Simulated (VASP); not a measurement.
# Sn2Sb: relaxation of cell and atoms with PBE

Crystal: Sn2Sb.

```
Sn Sb
1.0
     1.76746    1.02044    6.84333
    -1.76746    1.02044    6.84333
     0.00000   -2.04088    6.84333
Sn Sb
2 1
Direct
  0.74840 0.74840 0.74840
  0.58490 0.58490 0.58490
  0.00000 0.00000 0.00000
```

| Property | Result |
| --- | --- |
| Program | VASP 6.6.1 |
| Task | relaxation of cell and atoms |
| Functional | PBE |
| Potentials or basis | VASP PAW PBE potentials, release 64 (Sn_d, Sb) |
| Cutoff | 600 eV |
| k mesh | 6 × 6 × 6 |
| Occupations | gaussian, width 0.1 eV |
| Spin | no spin polarisation |
| Dipole correction | no |
| Further INCAR settings | ALGO = Normal; EDIFF = 1e-07; IBRION = 2; EDIFFG = -0.04; NSW = 90; ISIF = 3 |

The relaxed volume is 30.41 Å³/atom. The relaxed cell is a = 6.372 Å, b = 6.372 Å, c = 6.372 Å, α = 38.78°, β = 38.78°, γ = 38.78°, the space group after relaxing (to 0.1 Å) is R3m (No. 160) and the energy gained by relaxing is 1139.1 meV/atom. The ionic steps are 20. The pressure after relaxing is 0.2 GPa, the largest force after relaxing is 0.028 eV/Å and the band gap on the k mesh is zero (an odd number of electrons rules out a gap without spin polarisation).

Forces on the atoms (eV/Å):
```
Sn   0.000  0.000 -0.014
Sn   0.000  0.000 -0.014
Sb   0.000  0.000  0.028
```

The path:
| step | energy change (eV) | largest force (eV/Å) | pressure (GPa) | volume (Å³) |
| --- | --- | --- | --- | --- |
| 1 | 0.0000 | 5.1849 | 35.68 | 74.06 |
| 2 | -1.1790 | 0.8809 | -6.73 | 149.98 |
| 3 | -2.7986 | 0.0163 | -1.25 | 104.90 |
| 4 | -2.8067 | 0.0883 | -0.71 | 103.52 |
| 5 | -2.8093 | 0.1659 | -0.11 | 102.15 |
| 6 | -2.8088 | 0.1299 | -0.37 | 102.77 |
| 7 | -2.8700 | 0.0592 | -0.29 | 102.61 |
| 8 | -3.0499 | 0.3071 | 0.07 | 101.66 |
| 9 | -3.1183 | 1.1013 | 1.83 | 97.51 |
| 10 | -3.1466 | 1.0223 | 1.40 | 98.62 |
| 11 | -3.1722 | 0.9063 | 0.62 | 99.61 |
| 12 | -3.1930 | 0.7386 | -0.57 | 101.31 |
| 13 | -3.1942 | 0.6995 | -0.84 | 101.74 |
| 14 | -3.2240 | 0.6865 | -0.85 | 100.94 |
| 15 | -3.3057 | 0.5527 | -0.82 | 98.57 |
| 16 | -3.4069 | 0.1710 | -0.47 | 93.91 |
| 17 | -3.4167 | 0.0718 | -0.11 | 91.63 |
| 18 | -3.4171 | 0.0369 | -0.19 | 92.04 |
| 19 | -3.4170 | 0.0499 | -0.16 | 91.85 |
| 20 | -3.4173 | 0.0281 | 0.17 | 91.24 |

Final structure:
```
CELL_PARAMETERS angstrom
2.11553 1.22140 5.88538
-2.11553 1.22140 5.88538
0.00000 -2.44280 5.88538
ATOMIC_POSITIONS crystal
Sn 0.77310 0.77310 0.77310
Sn 0.55916 0.55916 0.55916
Sb 0.00104 0.00104 0.00104
```

Levels at points of the mesh, in eV from the Fermi level:
| k point | band 14 | band 15 | band 16 | band 17 | band 18 | band 19 |
| --- | --- | --- | --- | --- | --- | --- |
| (0.00, 0.00, 0.00) | -0.23 | -0.23 | 0.51 | 1.38 | 1.38 | 1.44 |
| (0.50, 0.00, 0.00) | -4.04 | -1.84 | -1.52 | -1.28 | -0.26 | 1.66 |
| (0.50, 0.50, 0.00) | -4.31 | -2.24 | -1.25 | -0.17 | 1.83 | 2.52 |
| (0.50, 0.50, 0.50) | -1.39 | -0.55 | -0.55 | 2.04 | 2.04 | 3.09 |

Run time: 40 min on 1 thread of Intel(R) Xeon(R) Platinum 8488C (Sapphire Rapids), on a shared host, peak memory 0.59 GiB.

Caveat: the volume moved by over 15 % at a fixed basis, so the end points are rough; spin-orbit coupling is left out, which moves the levels of the heavy elements.
